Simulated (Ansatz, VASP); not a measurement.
## Ti3Al in VASP and in Ansatz

Contents of INCAR:

```
SYSTEM = Ti3Al
PREC = Accurate
ENCUT = 520
EDIFF = 1E-7
ISMEAR = -1
SIGMA = 0.05
LREAL = .False.
LASPH = .True.
NELM = 100
ALGO = Fast
ISIF = 2
LWAVE = .False.
LCHARG = .False.
GGA = PS
NBANDS = 28
```

The input KPOINTS:

```
Automatic mesh
0
Gamma
  7 7 7
  0 0 0
```

Contents of POSCAR:

```
Ti3Al
1.0
    0.0000000000      3.2317810000      3.2317810000
    3.2317810000      0.0000000000      3.2317810000
    3.2317810000      3.2317810000      0.0000000000
Ti Al
3 1
Direct
    0.0018000000      0.0008940000     -0.0082120000
    0.2571770000      0.2331650000      0.2593590000
    0.7573120000      0.7700640000      0.7310360000
    0.4938280000      0.5019060000      0.5042720000
```

input.yaml

```yaml
crystal:
  lattice:
    - [0.0, 3.231781, 3.231781]
    - [3.231781, 0.0, 3.231781]
    - [3.231781, 3.231781, 0.0]
  atoms:
    - { symbol: Ti, position: [0.0018, 0.000894, -0.008212] }
    - { symbol: Ti, position: [0.257177, 0.233165, 0.259359] }
    - { symbol: Ti, position: [0.757312, 0.770064, 0.731036] }
    - { symbol: Al, position: [0.493828, 0.501906, 0.504272] }
kpoints:
  mp_grid: { grid: [7, 7, 7] }
scf:
  occupations: { method: fermi_dirac, width: 0.05 }
hamiltonian:
  xc: pbesol
  pseudopotentials: { kind: all_electron, lapw: { basis_error: 0.001 } }
output:
  forces: true
  stress: true
  eigenvalues: true
  populations: true
```

Change from the starting cell: atoms moved at random, drawn with an rms of 0.05 Å.

Alike in both runs: task single point; functional PBEsol; k mesh 7 × 7 × 7; occupations fermi-dirac, width 0.05 eV; no spin polarisation.

```csv
,VASP,Ansatz
version,VASP 6.6.1,Ansatz 0.2.0
potentials or method,"VASP PAW PBE potentials, release 64 (Ti_sv, Al), cutoff 520 eV","all-electron LAPW, scalar-relativistic"
```

```csv
,VASP,Ansatz,Ansatz less VASP
gap on the k mesh at the Fermi level (eV),none,none,-
pressure (GPa),-4.5,-4.5,+0.01
"traceless stress, the component that is largest in VASP (GPa)",-1.10,-1.10,+0.003
rms of the force components (eV/Å),0.201,0.201,0.0000
```

VASP's potentials were made for PBE, not for PBEsol. Atom by atom the forces differ by 0.001 eV/Å (rms over components). A gap of «none» marks a metal or a gap that the smearing closes. Ansatz ran all-electron here, and VASP with PAW potentials.
